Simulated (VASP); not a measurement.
# Cu5N in VASP: notebook

The runs below take Cu5N through single point, with r2SCAN.

All numbers are computed with VASP 6.6.1; they aren't measurements. Logs are shortened: lines on timing, memory, paths and dates and some standing lists are left out, and cuts for length are marked.

## Step 1: The cell of the first run

The cell holds a slab with vacuum, 6 atoms: a = 2.531 Å, b = 2.531 Å, c = 27.260 Å, α = 90.00°, β = 90.00°, γ = 120.00°.

## Step 2: Single point, r2SCAN

The input, POSCAR:

```
Cu5N
1.0
    2.5305027254      0.0000000000      0.0000000000
   -1.2652513627      2.1914796445      0.0000000000
    0.0000000000      0.0000000000     27.2597111201
Cu N
5 1
Direct
    0.6666666667      0.3333333333      0.3118154834
    0.3333333333      0.6666666667      0.3875656544
    0.6666666667      0.3333333333      0.4631098777
    0.3333333333      0.6666666667      0.5388226029
    0.6666666667      0.3333333333      0.6156931054
    0.6666666667      0.3333333333      0.6816209678
```

The input, INCAR.step1:

```
SYSTEM = Cu5N
PREC = Accurate ; ENCUT = 520
ISMEAR = 0 ; SIGMA = 0.1
LREAL = .False. ; LASPH = .True.
NELM = 100 ; LDIPOL = .True.
IDIPOL = 3 ; DIPOL = 0.5 0.5 0.500
NBANDS = 39 ; GGA = PE
ALGO = Normal ; EDIFF = 1E-4
LWAVE = .True. ; LCHARG = .False.
```

The input, INCAR.step2:

```
SYSTEM = Cu5N
PREC = Accurate ; ENCUT = 520
EDIFF = 1E-6 ; ISMEAR = 0
SIGMA = 0.1 ; LREAL = .False.
LASPH = .True. ; NELM = 100
ALGO = Normal ; ISIF = 2
LWAVE = .False. ; LCHARG = .False.
LDIPOL = .True. ; IDIPOL = 3
DIPOL = 0.5 0.5 0.500 ; METAGGA = R2SCAN
LMIXTAU = .True. ; NBANDS = 39
ISTART = 1
```

The input, KPOINTS:

```
Automatic mesh
0
Gamma
  12 12 1
  0 0 0
```

Potentials or basis: VASP PAW PBE potentials, release 64 (Cu, N).

Started as:

```bash
$ cat potpaw_PBE.64/Cu/POTCAR potpaw_PBE.64/N/POTCAR > POTCAR
$ cp INCAR.step1 INCAR
$ mpirun -np 1 vasp_std > vasp.out
$ cp INCAR.step2 INCAR
$ mpirun -np 1 vasp_std > vasp.out
```

OUTCAR:

```text
SYSTEM = Cu5N
   PREC = Accurate
   ENCUT = 520
   EDIFF = 1E-6
   ISMEAR = 0
   LREAL = .False.
   LASPH = .True.
   NELM = 100
   ISIF = 2
   METAGGA = R2SCAN
   ISTART = 1

 ion  position               nearest neighbor table
   1  0.667  0.333  0.312-   2 2.53   2 2.53   2 2.53
   2  0.333  0.667  0.388-   3 2.52   3 2.52   3 2.52   1 2.53   1 2.53   1 2.53
   3  0.667  0.333  0.463-   2 2.52   2 2.52   2 2.52   4 2.53   4 2.53   4 2.53
   4  0.333  0.667  0.539-   3 2.53   3 2.53   3 2.53   5 2.55   5 2.55   5 2.55
   5  0.667  0.333  0.616-   6 1.80   4 2.55   4 2.55   4 2.55
   6  0.667  0.333  0.682-   5 1.80

  LATTYP: Found a hexagonal cell.
 ALAT       =     2.5305027254
 C/A-ratio  =    10.7724488286

  Lattice vectors:

 A1 = (   2.5305027254,   0.0000000000,   0.0000000000)
 A2 = (  -1.2652513627,   2.1914796445,   0.0000000000)
 A3 = (   0.0000000000,   0.0000000000,  27.2597111201)

Analysis of symmetry for initial positions (statically):
=====================================================================
 Subroutine PRICEL returns:
 Original cell was already a primitive cell.

 Routine SETGRP: Setting up the symmetry group for a
 hexagonal supercell.

 Subroutine GETGRP returns: Found  6 space group operations
 (whereof  6 operations were pure point group operations)
 out of a pool of 24 trial point group operations.

The static configuration has the point symmetry C_3v.

Analysis of symmetry for dynamics (positions and initial velocities):
=====================================================================
 Subroutine PRICEL returns:
 Original cell was already a primitive cell.

 Routine SETGRP: Setting up the symmetry group for a
 hexagonal supercell.

 Subroutine GETGRP returns: Found  6 space group operations
 (whereof  6 operations were pure point group operations)
 out of a pool of 24 trial point group operations.

The dynamic configuration has the point symmetry C_3v.

 Subroutine INISYM returns: Found  6 space group operations
 (whereof  6 operations are pure point group operations),
 and found     1 'primitive' translations

----------------------------------------------------------------------------------------

                                     Primitive cell

  volume of cell :     151.1700

  direct lattice vectors                    reciprocal lattice vectors
     2.530502725  0.000000000  0.000000000     0.395178393  0.228156351  0.000000000
    -1.265251363  2.191479645  0.000000000     0.000000000  0.456312703  0.000000000
     0.000000000  0.000000000 27.259711120     0.000000000  0.000000000  0.036684175

  length of vectors
     2.530502725  2.530502725 27.259711120     0.456312703  0.456312703  0.036684175

  position of ions in fractional coordinates (direct lattice)
     0.666666667  0.333333333  0.311815483
     0.333333333  0.666666667  0.387565654
     0.666666667  0.333333333  0.463109878
     0.333333333  0.666666667  0.538822603
     0.666666667  0.333333333  0.615693105
     0.666666667  0.333333333  0.681620968

  ion indices of the primitive-cell ions
   primitive index   ion index
                 1           1
                 2           2
                 3           3
                 4           4
                 5           5
                 6           6

----------------------------------------------------------------------------------------

 KPOINTS: Automatic mesh

Automatic generation of k-mesh.
 Grid dimensions read from file:
 generate k-points for:   12   12    1

 Generating k-lattice:

  Cartesian coordinates                     Fractional coordinates (reciprocal lattice)
     0.032931533  0.019013029  0.000000000     0.083333333  0.000000000  0.000000000
     0.000000000  0.038026059  0.000000000     0.000000000  0.083333333  0.000000000
     0.000000000  0.000000000  0.036684175     0.000000000  0.000000000  1.000000000

  Length of vectors
     0.038026059  0.038026059  0.036684175

  Shift w.r.t. Gamma in fractional coordinates (k-lattice)
     0.000000000  0.000000000  0.000000000

 Subroutine IBZKPT returns following result:
 ===========================================

 Found     19 irreducible k-points:

 Following reciprocal coordinates:
            Coordinates               Weight
  0.000000  0.000000  0.000000      1.000000
  0.083333  0.000000  0.000000      6.000000
  0.166667  0.000000  0.000000      6.000000
  0.250000  0.000000  0.000000      6.000000
  0.333333  0.000000  0.000000      6.000000
  0.416667  0.000000  0.000000      6.000000
[... 11 lines left out ...]
  0.333333  0.250000  0.000000     12.000000
  0.333333  0.333333  0.000000      2.000000
   k-points           NKPTS =     19   k-points in BZ     NKDIM =     19   number of bands    NBANDS=     39
   number of dos      NEDOS =    301   number of ions     NIONS =      6
   total plane-waves  NPLWV =  84000
   dimension x,y,z NGX =    20 NGY =   20 NGZ =  210
   dimension x,y,z NGXF=    40 NGYF=   40 NGZF=  420
   ions per type =               5   1
   NGX,Y,Z   is equivalent  to a cutoff of  13.14, 13.14, 12.81 a.u.
   NGXF,Y,Z  is equivalent  to a cutoff of  26.28, 26.28, 25.61 a.u.
 SYSTEM =  Cu5N
   PREC   = accura    normal or accurate (medium, high low for compatibility)
   ISTART =      1    job   : 0-new  1-cont  2-samecut
   ICHARG =      0    charge: 1-file 2-atom 10-const
   ISPIN  =      1    spin polarized calculation?
   LNONCOLLINEAR =      F non collinear calculations
   LSORBIT =      F    spin-orbit coupling
   LASPH  =      T    aspherical Exc in radial PAW
   ENCUT  =  520.0 eV  38.22 Ry    6.18 a.u.   4.71  4.71 50.68*2*pi/ulx,y,z
   NELM   =    100;   NELMIN=  2; NELMDL=  0     # of ELM steps
   EDIFF  = 0.1E-05   stopping-criterion for ELM
   LREAL  =      F    real-space projection
   EDIFFG = 0.1E-04   stopping-criterion for IOM
   NSW    =      0    number of steps for IOM
   IBRION =     -1    ionic relax: 0-MD 1-quasi-New 2-CG
   NFREE  =      0    steps in history (QN), initial steepest desc. (CG)
   ISIF   =      2    stress and relaxation
   ISYM   =      2    0-nonsym 1-usesym 2-fastsym
   POTIM  = 0.5000    time-step for ionic-motion
   TEBEG  =    0.0;   TEEND  =   0.0 temperature during run
   PSTRESS=    0.0 pullay stress
   NELECT =      60.0000    total number of electrons
   NUPDOWN=      -1.0000    fix difference up-down
   EMIN   =  10.00;   EMAX   =-10.00  energy-range for DOS
   EFERMI =   0.00;   METHOD = LEGACY
   ISMEAR =     0;   SIGMA  =   0.10  broadening in eV -4-tet -1-fermi 0-gaus
   EFERMI_NEDOS =   21; number of points for ismear=-14 and -15
   IALGO  =     38    algorithm
   IMIX   =      4    mixing-type and parameters
     AMIX     =   0.40;   BMIX     =  1.00
     AMIX_MAG =   1.60;   BMIX_MAG =  1.00
  volume/ion in A,a.u.               =      25.19       170.02
  Fermi-wavevector in a.u.,A,eV,Ry     =   1.203105  2.273538 19.693901  1.447461
  Thomas-Fermi vector in A             =   2.338867
   LORBIT       =      0    0 simple, 1 ext, 2 COOP (PROOUT), +10 PAW based schemes
   METAGGA = R2SCAN    functional components
   LHFCALC =     F    Hartree Fock is set to
   AEXX    =    0.0000 exact exchange contribution
   IVDW    =     0    specifies the selected vdW correction
   LEPSILON=     F    determine dielectric tensor
   LRPA    =     F    only Hartree local field effects (RPA)
 non-spin polarized calculation
 Gauss-broadening in eV      SIGMA  =   0.10
  energy-cutoff  :      520.00
  volume of cell :      151.17
 maximum number of plane-waves:      4109
 NGX is ok and might be reduce to    20
   NGX =  9   NGY =  9   NGZ =101

 number of electron      59.9999971 magnetization

 dipolmoment           0.000000      0.000000      0.094101 electrons x Angstroem

 Free energy of the ion-electron system (eV)
  ---------------------------------------------------
  ext. energy  EPLUGINS =         0.00000000
  ---------------------------------------------------
  free energy    TOTEN  =       -58.13293206 eV

  energy without entropy =      -58.11611198  energy(sigma->0) =      -58.12452202

 E-fermi :  -0.5184     XC(G=0):  -6.5199

 val. band max:       -0.5997033112   @ k =   0.4167   0.0833   0.0000
 cond. band min:      -0.4943724279   @ k =   0.4167   0.1667   0.0000
 fundamental gap:      0.1053308833
 Fermi energy:        -0.5183617054

 k-point     1 :       0.0000    0.0000    0.0000
  band No.  band energies     occupation
      1     -16.5970      2.00000
      2     -10.1068      2.00000
      3      -9.2091      2.00000
      4      -7.8050      2.00000
      5      -6.5684      2.00000
      6      -6.0380      2.00000
[... 31 lines left out ...]
     38       6.8948      0.00000
     39       7.8076      0.00000

 k-point     2 :       0.0833    0.0000    0.0000
  band No.  band energies     occupation
      1     -16.4643      2.00000
      2      -9.8720      2.00000
      3      -8.9839      2.00000
      4      -7.5952      2.00000
      5      -6.3870      2.00000
      6      -5.8939      2.00000
[... 31 lines left out ...]
     38       7.0933      0.00000
     39       8.0042      0.00000

 k-point     3 :       0.1667    0.0000    0.0000
  band No.  band energies     occupation
      1     -16.0801      2.00000
      2      -9.1864      2.00000
      3      -8.3344      2.00000
      4      -7.0101      2.00000
      5      -5.9188      2.00000
      6      -5.5281      2.00000
[... 622 lines left out ...]
 k-point    18 :       0.3333    0.2500    0.0000
  band No.  band energies     occupation
      1     -13.6596      2.00000
      2      -5.5750      2.00000
      3      -5.1405      2.00000
      4      -5.0462      2.00000
      5      -4.9670      2.00000
      6      -4.9160      2.00000
[... 31 lines left out ...]
     38       6.9788      0.00000
     39       7.7100      0.00000

 k-point    19 :       0.3333    0.3333    0.0000
  band No.  band energies     occupation
      1     -13.5370      2.00000
      2      -5.2648      2.00000
      3      -5.1744      2.00000
      4      -4.8850      2.00000
      5      -4.8526      2.00000
      6      -4.8523      2.00000
[... 31 lines left out ...]
     38       7.1312      0.00000
     39       7.2249      0.00000

------------------------ aborting loop because EDIFF is reached ----------------------------------------

 vacuum level on the upper side and lower side of the slab       (xc-potential included)         1.464        -1.543

  FORCE on cell =-STRESS in cart. coord.  units (eV):
  Direction    XX          YY          ZZ          XY          YZ          ZX
  --------------------------------------------------------------------------------------
  -------------------------------------------------------------------------------------
  Total       -2.2488893     -2.2488893      0.3382058     -0.0000000      0.0000000      0.0000000
  in kB      -23.8348906    -23.8348906      3.5844793     -0.0000000      0.0000000      0.0000000
  external PRESSURE =     -14.6951006 kB  Pullay stress =       0.0000000 kB

 VOLUME and BASIS-vectors are now :
 -----------------------------------------------------------------------------
  energy-cutoff  :      520.00
  volume of cell :      151.17
      direct lattice vectors                 reciprocal lattice vectors
     2.530502725  0.000000000  0.000000000     0.395178393  0.228156351  0.000000000
    -1.265251363  2.191479645  0.000000000     0.000000000  0.456312703  0.000000000
     0.000000000  0.000000000 27.259711120     0.000000000  0.000000000  0.036684175

 POSITION                                       TOTAL-FORCE (eV/Angst)
 -----------------------------------------------------------------------------------
      1.26525      0.73049      8.50000        -0.000000      0.000000     -0.011578
     -0.00000      1.46099     10.56493         0.000000     -0.000000     -0.032689
      1.26525      0.73049     12.62424        -0.000000      0.000000      0.003563
     -0.00000      1.46099     14.68815         0.000000     -0.000000      0.008108
      1.26525      0.73049     16.78362         0.000000     -0.000000     -0.113735
      1.26525      0.73049     18.58079         0.000000     -0.000000      0.146330
 -----------------------------------------------------------------------------------
    total drift:                                0.000002     -0.000001      0.018505

  FREE ENERGIE OF THE ION-ELECTRON SYSTEM (eV)
  ---------------------------------------------------
  free  energy   TOTEN  =       -58.1329320636 eV

  energy  without entropy=      -58.1161119775  energy(sigma->0) =      -58.12452202

 vacuum level on the upper side and lower side of the slab         7.457         4.391
```

It took 17 min on 1 thread of Intel Xeon Platinum 8259CL at 2.50GHz (Skylake/Cascade Lake), shared host; peak memory 0.34 GiB.

Results:

* Free energy: -58.1329 eV
* Largest force: 0.146 eV/Å
* Band gap on the k mesh: zero (bands 30 and 31 overlap by 5.34 eV)

Forces on the atoms (eV/Å):
```
Cu   0.000  0.000 -0.012
Cu   0.000  0.000 -0.033
Cu   0.000  0.000  0.004
Cu   0.000  0.000  0.008
Cu   0.000  0.000 -0.114
N    0.000  0.000  0.146
```

Levels at points of the mesh, in eV from the Fermi level:
```tsv
k point	band 26	band 27	band 28	band 29	band 30	band 31	band 32	band 33	band 34	band 35
(0.00, 0.00, 0.00)	-2.22	-2.22	-1.95	-1.95	-1.84	-1.84	-0.67	2.36	2.36	4.42
(0.50, 0.00, 0.00)	-1.60	-1.56	-0.30	0.04	0.27	1.01	1.16	1.61	1.88	5.28
```

Caveat: the PAW data sets were made with another functional, which shifts forces and pressure a little. With open d or f shells a metallic result of r2SCAN can be an artefact of self-interaction; +U or a hybrid may open a gap.

## Step 3: Single point, r2SCAN

The input, POSCAR:

```
Cu5N
1.0
    2.5305027254      0.0000000000      0.0000000000
   -1.2652513627      2.1914796445      0.0000000000
    0.0000000000      0.0000000000     27.2597111201
Cu N
5 1
Direct
    0.6666666667      0.3333333333      0.3118154834
    0.3333333333      0.6666666667      0.3875656544
    0.6666666667      0.3333333333      0.4632839091
    0.3333333333      0.6666666667      0.5388877059
    0.6666666667      0.3333333333      0.6177425748
    0.0000000000      0.0000000000      0.6615410132
```

The input, INCAR.step1:

```
SYSTEM = Cu5N
PREC = Accurate
ENCUT = 520
ISMEAR = 0
SIGMA = 0.1
LREAL = .False.
LASPH = .True.
NELM = 80
LDIPOL = .True.
IDIPOL = 3
DIPOL = 0.5 0.5 0.497
NBANDS = 39
GGA = PE
ALGO = Normal
EDIFF = 1E-4
LWAVE = .True.
LCHARG = .False.
```

The input, INCAR.step2:

```
SYSTEM = Cu5N
PREC = Accurate
ENCUT = 520
EDIFF = 1E-6
ISMEAR = 0
SIGMA = 0.1
LREAL = .False.
LASPH = .True.
NELM = 80
ALGO = Normal
ISIF = 2
LWAVE = .False.
LCHARG = .True.
LDIPOL = .True.
IDIPOL = 3
DIPOL = 0.5 0.5 0.497
METAGGA = R2SCAN
LMIXTAU = .True.
LELF = .True.
LVHAR = .True.
LVACPOTAV = .True.
NBANDS = 39
ISTART = 1
```

The input, KPOINTS:

```
regular mesh
0
Gamma
  12 12 1
  0 0 0
```

Potentials or basis: VASP PAW PBE potentials, release 64 (Cu, N).

Started as:

```bash
$ cat potpaw_PBE.64/Cu/POTCAR potpaw_PBE.64/N/POTCAR > POTCAR
$ cp INCAR.step1 INCAR
$ mpirun -np 1 vasp_std > vasp.out
$ cp INCAR.step2 INCAR
$ mpirun -np 1 vasp_std > vasp.out
```

It took 17 min on 1 thread of Intel Xeon Platinum 8259CL at 2.50GHz (Skylake/Cascade Lake), shared host; peak memory 0.35 GiB.

The run converged. Its results:

| Item | Value |
| --- | --- |
| Free energy | -59.1079 eV |
| Largest force | 0.189 eV/Å |
| Band gap on the k mesh | zero (bands 30 and 31 overlap by 5.22 eV) |

Forces in eV/Å, atoms in the order of the input:
```
Cu   0.000  0.000 -0.006
Cu   0.000  0.000 -0.026
Cu   0.000  0.000 -0.010
Cu   0.000  0.000  0.013
Cu   0.000  0.000 -0.160
N    0.000  0.000  0.189
```

Levels at points of the mesh, in eV from the Fermi level:
```tsv
k point	band 27	band 28	band 29	band 30	band 31	band 32	band 33	band 34
(0.00, 0.00, 0.00)	-1.86	-1.86	-1.74	-1.74	-1.53	-0.57	2.17	2.17
(0.50, 0.00, 0.00)	-1.44	-1.23	-0.04	0.29	0.95	1.19	1.73	4.08
```

Caveat: the PAW data sets were made with another functional, which shifts forces and pressure a little.

The gap in the log of VASP goes by the Fermi energy; the results here count the filled bands.